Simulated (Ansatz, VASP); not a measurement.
# One calculation of SbMo, two programs

The input INCAR:

```
PREC = Accurate
ENCUT = 520
EDIFF = 1E-8
ISMEAR = -1
SIGMA = 0.05
LREAL = False
LASPH = True
NELM = 60
ALGO = Normal
ISIF = 2
LWAVE = False
LCHARG = False
GGA = PE
LEFG = True
NBANDS = 27
```

KPOINTS

```
regular mesh
0
Gamma
  9 9 5
```

The input POSCAR:

```
SbMo
1.0
    4.6437666217      0.0000000000      0.0000000000
   -2.3218833109      4.0216198636      0.0000000000
    0.0000000000      0.0000000000      5.4541150899
Mo Sb
2 2
Direct
    0.3333333333      0.6666666667     -0.0619932741
    0.6666666667      0.3333333333      0.4380067259
    0.3333333333      0.6666666667      0.4379932741
    0.6666666667      0.3333333333      0.9379932741
```

Input for Ansatz:

```yaml
crystal:
  lattice:
    - [4.6437666217, 0.0, 0.0]
    - [-2.3218833109, 4.0216198636, 0.0]
    - [0.0, 0.0, 5.4541150899]
  atoms:
    - { symbol: Mo, position: [0.3333333333, 0.6666666667, -0.0619932741] }
    - { symbol: Mo, position: [0.6666666667, 0.3333333333, 0.4380067259] }
    - { symbol: Sb, position: [0.3333333333, 0.6666666667, 0.4379932741] }
    - { symbol: Sb, position: [0.6666666667, 0.3333333333, 0.9379932741] }
kpoints:
  mp_grid: { grid: [9, 9, 5] }
  band_path:
    path:
      - [0.0, 0.0, 0.0]
      - [0.5, 0.0, 0.0]
      - [0.3333333333, 0.3333333333, 0.0]
      - [0.0, 0.0, 0.0]
      - [0.0, 0.0, 0.5]
      - [0.5, 0.0, 0.5]
      - [0.3333333333, 0.3333333333, 0.5]
      - [0.0, 0.0, 0.5]
      - [0.5, 0.0, 0.5]
    npoints: 8
scf:
  occupations: { method: fermi_dirac, width: 0.05 }
hamiltonian:
  xc: pbe
  pseudopotentials: { kind: all_electron, datasets: crystal }
output:
  forces: true
  stress: true
  eigenvalues: true
  efg: { contact_densities: true }
```

Alike in both runs: task electric field gradients; functional PBE; k mesh 9 × 9 × 5; occupations fermi-dirac, width 0.05 eV; no spin polarisation.

|  | VASP | Ansatz |
| --- | --- | --- |
| version | VASP 6.6.1 | Ansatz 0.2.0 |
| potentials or method | VASP PAW PBE potentials, release 64 (Mo_sv, Sb), cutoff 520 eV | all-electron PAW with datasets made for the crystal, scalar-relativistic |

Ansatz gave:

```
pressure (GPa)                                       : 0.0
size of Vzz on the site where it differs most (V/Å²) : 52.1
```

**Question.** Which values does VASP return?

**Answer.** Pressure (GPa): -0.1; size of Vzz on the site where it differs most (V/Å²): 33.5.

Ansatz ran all-electron here, and VASP with PAW potentials. Ansatz's warnings: structure snapped to symmetry.

Spin-orbit coupling is off throughout.
